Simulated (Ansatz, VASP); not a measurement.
# Two plane-wave programs on SiC

```
Si C
1.0
     3.06031    0.00000    0.00000
    -1.53016    2.65031    0.00000
     0.00000    0.00000    4.98831
Si C
2 2
Direct
  0.33333 0.66667 0.00000
  0.66667 0.33333 0.50000
  0.33333 0.66667 0.37600
  0.66667 0.33333 0.87600
```

Alike in both runs: task relaxation of cell and atoms; functional LDA; k mesh 12 × 12 × 7; occupations fermi-dirac, width 0.02 eV; no spin polarisation.

```csv
,VASP,Ansatz
version,VASP 6.6.1,Ansatz 0.2.0
potentials or method,"VASP PAW LDA potentials, release 64 (Si, C)","PAW with Ansatz's default frozen-core files, scalar-relativistic"
plane-wave cutoff (eV),600,420
valence electrons in the cell,16,16
```

Ansatz gave:

* relaxed volume (Å³/atom): 10.14
* relaxed cell length with the largest relative difference (Å): 5.016

Question: Estimate VASP's values.

Answer: Relaxed volume (Å³/atom): 10.16; relaxed cell length with the largest relative difference (Å): 5.018.

LDA's correlation is that of Perdew and Zunger in VASP and of Perdew and Wang (1992) in Ansatz.
